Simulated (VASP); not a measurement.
# BiTe (Fm-3m) in VASP: notebook

Runs on BiTe. Level: PBE. Tasks: electric field gradients.

Everything below comes from runs of VASP 6.6.1. Logs are shortened: lines on timing, memory, paths and dates and some standing lists are left out, and cuts for length are marked.

## (1) The cell of the first run

The structure is cubic, space group Fm-3m (No. 225). Conventional cell: a = 6.470 Å, b = 6.470 Å, c = 6.470 Å, α = 90.00°, β = 90.00°, γ = 90.00°. Bi (site symmetry m-3m) has 6 Te at 3.23 Å within 4.3 Å. Te (site symmetry m-3m) has 6 Bi at 3.23 Å within 4.3 Å.

## (2) Electric field gradients, PBE

Input file INCAR:

```
PREC = Accurate
ENCUT = 520
EDIFF = 1E-8
ISMEAR = -1
SIGMA = 0.03
LREAL = False
LASPH = True
NELM = 100
ALGO = Normal
ISIF = 2
LWAVE = False
LCHARG = False
GGA = PE
LEFG = True
NBANDS = 18
```

Input file KPOINTS:

```
Automatic mesh
0
Gamma
  10 10 10
```

Input file POSCAR:

```
BiTe
1.0
    0.0000000000      3.2350000000      3.2350000000
    3.2350000000      0.0000000000      3.2350000000
    3.2350000000      3.2350000000      0.0000000000
Bi Te
1 1
Direct
    0.0000000000      0.0000000000      0.0000000000
    0.5000000000      0.5000000000      0.5000000000
```

Potentials or basis: VASP PAW PBE potentials, release 64 (Bi_d, Te).

Command:

```sh
cat potpaw_PBE.64/Bi_d/POTCAR potpaw_PBE.64/Te/POTCAR > POTCAR
mpirun -np 1 vasp_std > vasp.out
```

OUTCAR:

```text
PREC = Accurate
   ENCUT = 520
   EDIFF = 1E-8
   ISMEAR = -1
   LREAL = False
   LASPH = True
   NELM = 100
   ISIF = 2
   GGA = PE

 ion  position               nearest neighbor table
   1  0.000  0.000  0.000-   2 3.23   2 3.23   2 3.23   2 3.23   2 3.23   2 3.23
   2  0.500  0.500  0.500-   1 3.23   1 3.23   1 3.23   1 3.23   1 3.23   1 3.23

  LATTYP: Found a face centered cubic cell.
 ALAT       =     6.4700000000

  Lattice vectors:

 A1 = (   0.0000000000,   3.2350000000,   3.2350000000)
 A2 = (   3.2350000000,   0.0000000000,   3.2350000000)
 A3 = (   3.2350000000,   3.2350000000,   0.0000000000)

Analysis of symmetry for initial positions (statically):
=====================================================================
 Subroutine PRICEL returns:
 Original cell was already a primitive cell.

 Routine SETGRP: Setting up the symmetry group for a
 face centered cubic supercell.

 Subroutine GETGRP returns: Found 48 space group operations
 (whereof 48 operations were pure point group operations)
 out of a pool of 48 trial point group operations.

The static configuration has the point symmetry O_h .

Analysis of symmetry for dynamics (positions and initial velocities):
=====================================================================
 Subroutine PRICEL returns:
 Original cell was already a primitive cell.

 Routine SETGRP: Setting up the symmetry group for a
 face centered cubic supercell.

 Subroutine GETGRP returns: Found 48 space group operations
 (whereof 48 operations were pure point group operations)
 out of a pool of 48 trial point group operations.

The dynamic configuration has the point symmetry O_h .

 Subroutine INISYM returns: Found 48 space group operations
 (whereof 48 operations are pure point group operations),
 and found     1 'primitive' translations

----------------------------------------------------------------------------------------

                                     Primitive cell

  volume of cell :      67.7100

  direct lattice vectors                    reciprocal lattice vectors
     0.000000000  3.235000000  3.235000000    -0.154559505  0.154559505  0.154559505
     3.235000000  0.000000000  3.235000000     0.154559505 -0.154559505  0.154559505
     3.235000000  3.235000000  0.000000000     0.154559505  0.154559505 -0.154559505

  length of vectors
     4.574980874  4.574980874  4.574980874     0.267704916  0.267704916  0.267704916

  position of ions in fractional coordinates (direct lattice)
     0.000000000  0.000000000  0.000000000
     0.500000000  0.500000000  0.500000000

  ion indices of the primitive-cell ions
   primitive index   ion index
                 1           1
                 2           2

----------------------------------------------------------------------------------------

 KPOINTS: Automatic mesh

Automatic generation of k-mesh.
 Grid dimensions read from file:
 generate k-points for:   10   10   10

 Generating k-lattice:

  Cartesian coordinates                     Fractional coordinates (reciprocal lattice)
    -0.015455951  0.015455951  0.015455951     0.100000000  0.000000000  0.000000000
     0.015455951 -0.015455951  0.015455951     0.000000000  0.100000000  0.000000000
     0.015455951  0.015455951 -0.015455951     0.000000000  0.000000000  0.100000000

  Length of vectors
     0.026770492  0.026770492  0.026770492

  Shift w.r.t. Gamma in fractional coordinates (k-lattice)
     0.000000000  0.000000000  0.000000000

 Subroutine IBZKPT returns following result:
 ===========================================

 Found     47 irreducible k-points:

 Following reciprocal coordinates:
            Coordinates               Weight
  0.000000  0.000000  0.000000      1.000000
  0.100000  0.000000  0.000000      8.000000
  0.200000  0.000000  0.000000      8.000000
  0.300000  0.000000  0.000000      8.000000
  0.400000  0.000000  0.000000      8.000000
  0.500000  0.000000  0.000000      4.000000
[... 16 lines left out ...]
  0.300000  0.300000  0.000000      6.000000
  0.400000  0.300000  0.000000     24.000000
 [... further k-points ...]
   k-points           NKPTS =     47   k-points in BZ     NKDIM =     47   number of bands    NBANDS=     18
   number of dos      NEDOS =    301   number of ions     NIONS =      2
   total plane-waves  NPLWV =  46656
   dimension x,y,z NGX =    36 NGY =   36 NGZ =   36
   dimension x,y,z NGXF=    72 NGYF=   72 NGZF=   72
   ions per type =               1   1
   NGX,Y,Z   is equivalent  to a cutoff of  13.08, 13.08, 13.08 a.u.
   NGXF,Y,Z  is equivalent  to a cutoff of  26.16, 26.16, 26.16 a.u.
 SYSTEM =  unknown system
   PREC   = accura    normal or accurate (medium, high low for compatibility)
   ISTART =      0    job   : 0-new  1-cont  2-samecut
   ICHARG =      2    charge: 1-file 2-atom 10-const
   ISPIN  =      1    spin polarized calculation?
   LNONCOLLINEAR =      F non collinear calculations
   LSORBIT =      F    spin-orbit coupling
   LASPH  =      T    aspherical Exc in radial PAW
   ENCUT  =  520.0 eV  38.22 Ry    6.18 a.u.   8.51  8.51  8.51*2*pi/ulx,y,z
   NELM   =    100;   NELMIN=  2; NELMDL= -5     # of ELM steps
   EDIFF  = 0.1E-07   stopping-criterion for ELM
   LREAL  =      F    real-space projection
   EDIFFG = 0.1E-06   stopping-criterion for IOM
   NSW    =      0    number of steps for IOM
   IBRION =     -1    ionic relax: 0-MD 1-quasi-New 2-CG
   NFREE  =      0    steps in history (QN), initial steepest desc. (CG)
   ISIF   =      2    stress and relaxation
   ISYM   =      2    0-nonsym 1-usesym 2-fastsym
   POTIM  = 0.5000    time-step for ionic-motion
   TEBEG  =    0.0;   TEEND  =   0.0 temperature during run
   PSTRESS=    0.0 pullay stress
   NELECT =      21.0000    total number of electrons
   NUPDOWN=      -1.0000    fix difference up-down
   EMIN   =  10.00;   EMAX   =-10.00  energy-range for DOS
   EFERMI =   0.00;   METHOD = LEGACY
   ISMEAR =    -1;   SIGMA  =   0.03  broadening in eV -4-tet -1-fermi 0-gaus
   EFERMI_NEDOS =   21; number of points for ismear=-14 and -15
   IALGO  =     38    algorithm
   IMIX   =      4    mixing-type and parameters
     AMIX     =   0.40;   BMIX     =  1.00
     AMIX_MAG =   1.60;   BMIX_MAG =  1.00
  volume/ion in A,a.u.               =      33.86       228.46
  Fermi-wavevector in a.u.,A,eV,Ry     =   1.108146  2.094092 16.707785  1.227988
  Thomas-Fermi vector in A             =   2.244669
   LORBIT       =      0    0 simple, 1 ext, 2 COOP (PROOUT), +10 PAW based schemes
   GGA     = PE    functional components
   LHFCALC =     F    Hartree Fock is set to
   AEXX    =    0.0000 exact exchange contribution
   IVDW    =     0    specifies the selected vdW correction
   LEPSILON=     F    determine dielectric tensor
   LRPA    =     F    only Hartree local field effects (RPA)
 non-spin polarized calculation
  energy-cutoff  :      520.00
  volume of cell :       67.71
 maximum number of plane-waves:      1849
 NGX is ok and might be reduce to    36
   NGX = 17   NGY = 17   NGZ = 17

 number of electron      21.0000001 magnetization

 Free energy of the ion-electron system (eV)
  ---------------------------------------------------
  ext. energy  EPLUGINS =         0.00000000
  ---------------------------------------------------
  free energy    TOTEN  =        -7.17349632 eV

  energy without entropy =       -7.16844774  energy(sigma->0) =       -7.17097203

 E-fermi :   6.6436     XC(G=0):  -9.4343

 val. band max:        6.6211612719   @ k =   0.2000   0.1000   0.0000
 cond. band min:       6.6521260656   @ k =   0.5000   0.1000   0.0000
 fundamental gap:      0.0309647937
 Fermi energy:         6.6436376495

 k-point     1 :       0.0000    0.0000    0.0000
  band No.  band energies     occupation
      1     -16.5043      2.00000
      2     -16.5043      2.00000
      3     -16.5014      2.00000
      4     -16.5014      2.00000
      5     -16.5014      2.00000
      6      -6.8721      2.00000
[... 10 lines left out ...]
     17      12.7651      0.00000
     18      13.2069      0.00000

 k-point     2 :       0.1000    0.0000    0.0000
  band No.  band energies     occupation
      1     -16.5046      2.00000
      2     -16.5046      2.00000
      3     -16.5012      2.00000
      4     -16.5008      2.00000
      5     -16.5008      2.00000
      6      -6.7827      2.00000
[... 10 lines left out ...]
     17      13.3718      0.00000
     18      13.8113      0.00000

 k-point     3 :       0.2000    0.0000    0.0000
  band No.  band energies     occupation
      1     -16.5058      2.00000
      2     -16.5058      2.00000
      3     -16.5007      2.00000
      4     -16.4991      2.00000
      5     -16.4991      2.00000
      6      -6.5170      2.00000
[... 10 lines left out ...]
     17      14.7101      0.00000
     18      15.0526      0.00000

 k-point     4 :       0.3000    0.0000    0.0000
  band No.  band energies     occupation
      1     -16.5073      2.00000
      2     -16.5073      2.00000
      3     -16.5001      2.00000
      4     -16.4969      2.00000
      5     -16.4969      2.00000
      6      -6.0829      2.00000
[... 10 lines left out ...]
     17      15.9923      0.00000
     18      16.6267      0.00000

 k-point     5 :       0.4000    0.0000    0.0000
  band No.  band energies     occupation
      1     -16.5085      2.00000
      2     -16.5085      2.00000
      3     -16.4996      2.00000
      4     -16.4950      2.00000
      5     -16.4950      2.00000
      6      -5.4986      2.00000
[... 10 lines left out ...]
     17      15.6339      0.00000
     18      16.9801      0.00000

 k-point     6 :       0.5000    0.0000    0.0000
  band No.  band energies     occupation
      1     -16.5090      2.00000
      2     -16.5090      2.00000
      3     -16.4995      2.00000
      4     -16.4943      2.00000
      5     -16.4943      2.00000
      6      -4.9171      2.00000
[... 307 lines left out ...]
 k-point    21 :      -0.3000    0.2000    0.0000
  band No.  band energies     occupation
      1     -16.5089      2.00000
      2     -16.5074      2.00000
      3     -16.4984      2.00000
      4     -16.4958      2.00000
      5     -16.4957      2.00000
      6      -5.4456      2.00000
[... 10 lines left out ...]
     17      15.1054      0.00000
     18      16.1809      0.00000

 k-point    22 :      -0.2000    0.2000    0.0000
  band No.  band energies     occupation
      1     -16.5074      2.00000
      2     -16.5071      2.00000
      3     -16.4996      2.00000
      4     -16.4976      2.00000
      5     -16.4960      2.00000
      6      -5.9523      2.00000
[... 10 lines left out ...]
     17      14.6229      0.00000
     18      15.9700      0.00000

 k-point    23 :       0.3000    0.3000    0.0000
  band No.  band energies     occupation
      1     -16.5131      2.00000
      2     -16.5036      2.00000
      3     -16.5013      2.00000
      4     -16.4946      2.00000
      5     -16.4946      2.00000
      6      -5.8984      2.00000
[... 10 lines left out ...]
     17      14.7120      0.00000
     18      14.7120      0.00000

 k-point    24 :       0.4000    0.3000    0.0000
  band No.  band energies     occupation
      1     -16.5146      2.00000
      2     -16.5035      2.00000
      3     -16.5014      2.00000
      4     -16.4934      2.00000
      5     -16.4931      2.00000
      6      -5.5602      2.00000
[... 10 lines left out ...]
     17      15.5944      0.00000
     18      15.6728      0.00000

 [... further k-points ...]
[... 5 lines left out ...]
  --------------------------------------------------------------------------------------
  -------------------------------------------------------------------------------------
  Total        0.3183275      0.3183275      0.3183275     -0.0000000      0.0000000      0.0000000
  in kB        7.5323741      7.5323741      7.5323741     -0.0000000      0.0000000      0.0000000
  external PRESSURE =       7.5323741 kB  Pullay stress =       0.0000000 kB

 VOLUME and BASIS-vectors are now :
 -----------------------------------------------------------------------------
  energy-cutoff  :      520.00
  volume of cell :       67.71
      direct lattice vectors                 reciprocal lattice vectors
     0.000000000  3.235000000  3.235000000    -0.154559505  0.154559505  0.154559505
     3.235000000  0.000000000  3.235000000     0.154559505 -0.154559505  0.154559505
     3.235000000  3.235000000  0.000000000     0.154559505  0.154559505 -0.154559505

 POSITION                                       TOTAL-FORCE (eV/Angst)
 -----------------------------------------------------------------------------------
      0.00000      0.00000      0.00000         0.000000      0.000000      0.000000
      3.23500      3.23500      3.23500         0.000000     -0.000000     -0.000000
 -----------------------------------------------------------------------------------
    total drift:                               -0.000000      0.000000      0.000000

  FREE ENERGIE OF THE ION-ELECTRON SYSTEM (eV)
  ---------------------------------------------------
  free  energy   TOTEN  =        -7.1734963243 eV

  energy  without entropy=       -7.1684477440  energy(sigma->0) =       -7.17097203

 Electric field gradients (V/A^2)
---------------------------------------------------------------------
 ion       V_xx      V_yy      V_zz      V_xy      V_xz      V_yz
---------------------------------------------------------------------
   1       0.000    -0.000    -0.000     0.000     0.000     0.000
   2       0.000    -0.000    -0.000    -0.000    -0.000    -0.000
---------------------------------------------------------------------

 Electric field gradients after diagonalization (V/A^2)
 (convention: |V_zz| > |V_xx| > |V_yy|)
----------------------------------------------------------------------
 ion       V_xx      V_yy      V_zz     asymmetry (V_yy - V_xx)/ V_zz
----------------------------------------------------------------------
   1      -0.000    -0.000     0.000       0.000
   2       0.000     0.000    -0.000       0.000
----------------------------------------------------------------------

           NMR quadrupolar parameters

 Cq : quadrupolar parameter    Cq=e*Q*V_zz/h
 eta: asymmetry parameters     (V_yy - V_xx)/ V_zz
 Q  : nuclear electric quadrupole moment in mb (millibarn)
----------------------------------------------------------------------
 ion       Cq(MHz)       eta       Q (mb)
----------------------------------------------------------------------
   1       0.000       0.000       1.000
   2      -0.000       0.000       1.000
----------------------------------------------------------------------
```

It took 76 s on 1 thread of Intel Xeon Platinum 8259CL at 2.50GHz (Skylake/Cascade Lake), shared host; peak memory 0.23 GiB.

Results:

```
Free energy : -7.1735 eV
Pressure    : 0.8 GPa
```

Caveat: without QUAD_EFG the Cq values of the log hold for a quadrupole moment of 1 mb, not for the nuclei; spin-orbit coupling is left out, which moves the levels of the heavy elements.

## (3) Electric field gradients, PBE

Input file INCAR:

```
SYSTEM = BiTe
PREC = Accurate ; ENCUT = 520
EDIFF = 1E-8 ; ISMEAR = -1
SIGMA = 0.03 ; LREAL = .False.
LASPH = .True. ; NELM = 60
ALGO = Normal ; ISIF = 2
LWAVE = .False. ; LCHARG = .False.
GGA = PE ; LEFG = .True.
NBANDS = 18
```

Input file KPOINTS:

```
Automatic mesh
0
Gamma
  10 10 10
  0 0 0
```

POSCAR is that of step 2.

Potentials or basis: VASP PAW PBE potentials, release 64 (Bi_d, Te).

Command:

```sh
cat potpaw_PBE.64/Bi_d/POTCAR potpaw_PBE.64/Te/POTCAR > POTCAR
mpirun -np 1 vasp_std > vasp.out
```

OUTCAR:

```text
SYSTEM = BiTe
   PREC = Accurate
   ENCUT = 520
   EDIFF = 1E-8
   ISMEAR = -1
   LREAL = .False.
   LASPH = .True.
   NELM = 60
   ISIF = 2
   GGA = PE

 ion  position               nearest neighbor table
   1  0.000  0.000  0.000-   2 3.23   2 3.23   2 3.23   2 3.23   2 3.23   2 3.23
   2  0.500  0.500  0.500-   1 3.23   1 3.23   1 3.23   1 3.23   1 3.23   1 3.23

  LATTYP: Found a face centered cubic cell.
 ALAT       =     6.4700000000

  Lattice vectors:

 A1 = (   0.0000000000,   3.2350000000,   3.2350000000)
 A2 = (   3.2350000000,   0.0000000000,   3.2350000000)
 A3 = (   3.2350000000,   3.2350000000,   0.0000000000)

Analysis of symmetry for initial positions (statically):
=====================================================================
 Subroutine PRICEL returns:
 Original cell was already a primitive cell.

 Routine SETGRP: Setting up the symmetry group for a
 face centered cubic supercell.

[... 693 lines left out ...]
      direct lattice vectors                 reciprocal lattice vectors
     0.000000000  3.235000000  3.235000000    -0.154559505  0.154559505  0.154559505
     3.235000000  0.000000000  3.235000000     0.154559505 -0.154559505  0.154559505
     3.235000000  3.235000000  0.000000000     0.154559505  0.154559505 -0.154559505

 POSITION                                       TOTAL-FORCE (eV/Angst)
 -----------------------------------------------------------------------------------
      0.00000      0.00000      0.00000         0.000000      0.000000      0.000000
      3.23500      3.23500      3.23500         0.000000     -0.000000     -0.000000
 -----------------------------------------------------------------------------------
    total drift:                               -0.000000      0.000000      0.000000

  FREE ENERGIE OF THE ION-ELECTRON SYSTEM (eV)
  ---------------------------------------------------
  free  energy   TOTEN  =        -7.1734963243 eV

  energy  without entropy=       -7.1684477440  energy(sigma->0) =       -7.17097203

 Electric field gradients (V/A^2)
---------------------------------------------------------------------
 ion       V_xx      V_yy      V_zz      V_xy      V_xz      V_yz
---------------------------------------------------------------------
   1       0.000    -0.000    -0.000     0.000     0.000     0.000
   2       0.000    -0.000    -0.000    -0.000    -0.000    -0.000
---------------------------------------------------------------------

 Electric field gradients after diagonalization (V/A^2)
 (convention: |V_zz| > |V_xx| > |V_yy|)
----------------------------------------------------------------------
 ion       V_xx      V_yy      V_zz     asymmetry (V_yy - V_xx)/ V_zz
----------------------------------------------------------------------
   1      -0.000    -0.000     0.000       0.000
   2       0.000     0.000    -0.000       0.000
----------------------------------------------------------------------

           NMR quadrupolar parameters

 Cq : quadrupolar parameter    Cq=e*Q*V_zz/h
 eta: asymmetry parameters     (V_yy - V_xx)/ V_zz
 Q  : nuclear electric quadrupole moment in mb (millibarn)
----------------------------------------------------------------------
 ion       Cq(MHz)       eta       Q (mb)
----------------------------------------------------------------------
   1       0.000       0.000       1.000
   2      -0.000       0.000       1.000
----------------------------------------------------------------------
```

stdout:

```text
POSCAR found type information on POSCAR BiTe
 POSCAR found :  2 types and       2 ions
 scaLAPACK will be used
 LDA part: xc-table for (Slater+PW92), standard interpolation
 POSCAR, INCAR and KPOINTS ok, starting setup
 FFT: planning ... GRIDC
 FFT: planning ... GRID_SOFT
 FFT: planning ... GRID
 WAVECAR not read
 entering main loop
ion   1

ion   2
```

Run time: 80 s. Hardware: 1 thread of Intel Xeon Platinum 8259CL at 2.50GHz (Skylake/Cascade Lake), shared host; peak memory 0.23 GiB.

Results:

```yaml
Free_energy: -7.1735 eV
Pressure: 0.8 GPa
```

Caveat: without QUAD_EFG the Cq values of the log hold for a quadrupole moment of 1 mb, not for the nuclei; spin-orbit coupling is left out, which moves the levels of the heavy elements.
